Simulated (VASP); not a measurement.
Write the native input for VASP 6.6.1 that does the following.

- Task: single point
- Functional: PBE
- Dispersion: D3(BJ)
- Potentials or basis: VASP PAW PBE potentials, release 64 (Si, Ti_sv)
- Cutoff: 520 eV
- k mesh: 2 × 2 × 2
- Occupations: gaussian, width 0.02 eV
- Spin: no spin polarisation
- Dipole correction: no
- Further INCAR settings: LREAL = Auto; ALGO = Normal; EDIFF = 1e-06; NBANDS = 52

The structure of TiSi16 (a cell with a defect) lies in POSCAR:

```
TiSi16
1.0
    0.0000000000      5.4300000000      5.4300000000
    5.4300000000      0.0000000000      5.4300000000
    5.4300000000      5.4300000000      0.0000000000
Si Ti
16 1
Direct
    0.0113444751     -0.0346002762      0.0106382136
    0.1158834254      0.1208322284      0.1152340700
   -0.0298909761      0.0048891344      0.5120631676
    0.1154679558      0.1220108656      0.6464863720
    0.0005428177      0.4930881215     -0.0002708103
    0.1359733886      0.5938162983      0.1348875691
    0.0001699816      0.4942270718      0.5060712707
    0.1159956722      0.6322687845      0.6259818600
    0.5127430939      0.0048386740     -0.0305749540
    0.6472709024      0.1219434622      0.1147283610
    0.5121232965      0.0064781768      0.5113765193
    0.6123521179      0.1638158379      0.6117360958
    0.5071559853      0.4942014733     -0.0008081031
    0.6267950276      0.6322169429      0.1153154696
    0.4888976980      0.5352976980      0.4881754144
    0.6264269797      0.6335264273      0.6254503683
    0.3395195212      0.9816165746      0.3388961326
```

One way to write it, as run:

INCAR

```
SYSTEM = TiSi16
PREC = Accurate
ENCUT = 520
EDIFF = 1E-6
ISMEAR = 0
SIGMA = 0.02
LREAL = Auto
LASPH = .TRUE.
NELM = 80
ALGO = Normal
ISIF = 2
LWAVE = .FALSE.
LCHARG = .FALSE.
GGA = PE
IVDW = 12
NBANDS = 52
```

KPOINTS

```
Automatic mesh
0
G
  2 2 2
  0 0 0
```

Potentials or basis: VASP PAW PBE potentials, release 64 (Si, Ti_sv).

Command:

```console
$ cat potpaw_PBE.64/Si/POTCAR potpaw_PBE.64/Ti_sv/POTCAR > POTCAR
$ mpirun -np 1 vasp_std > vasp.out
```

Results of the run:

The pressure is 2.0 GPa and the largest force is 2.106 eV/Å. The band gap on the k mesh is zero (bands 38 and 39 overlap by 0.34 eV) and the dispersion energy per atom is -0.343 eV.

Caveat: the k points lie up to 0.50 Å⁻¹ apart.

It took 8.9 min on 1 thread of Intel Xeon 8259CL, on a shared host, peak memory 0.49 GiB.
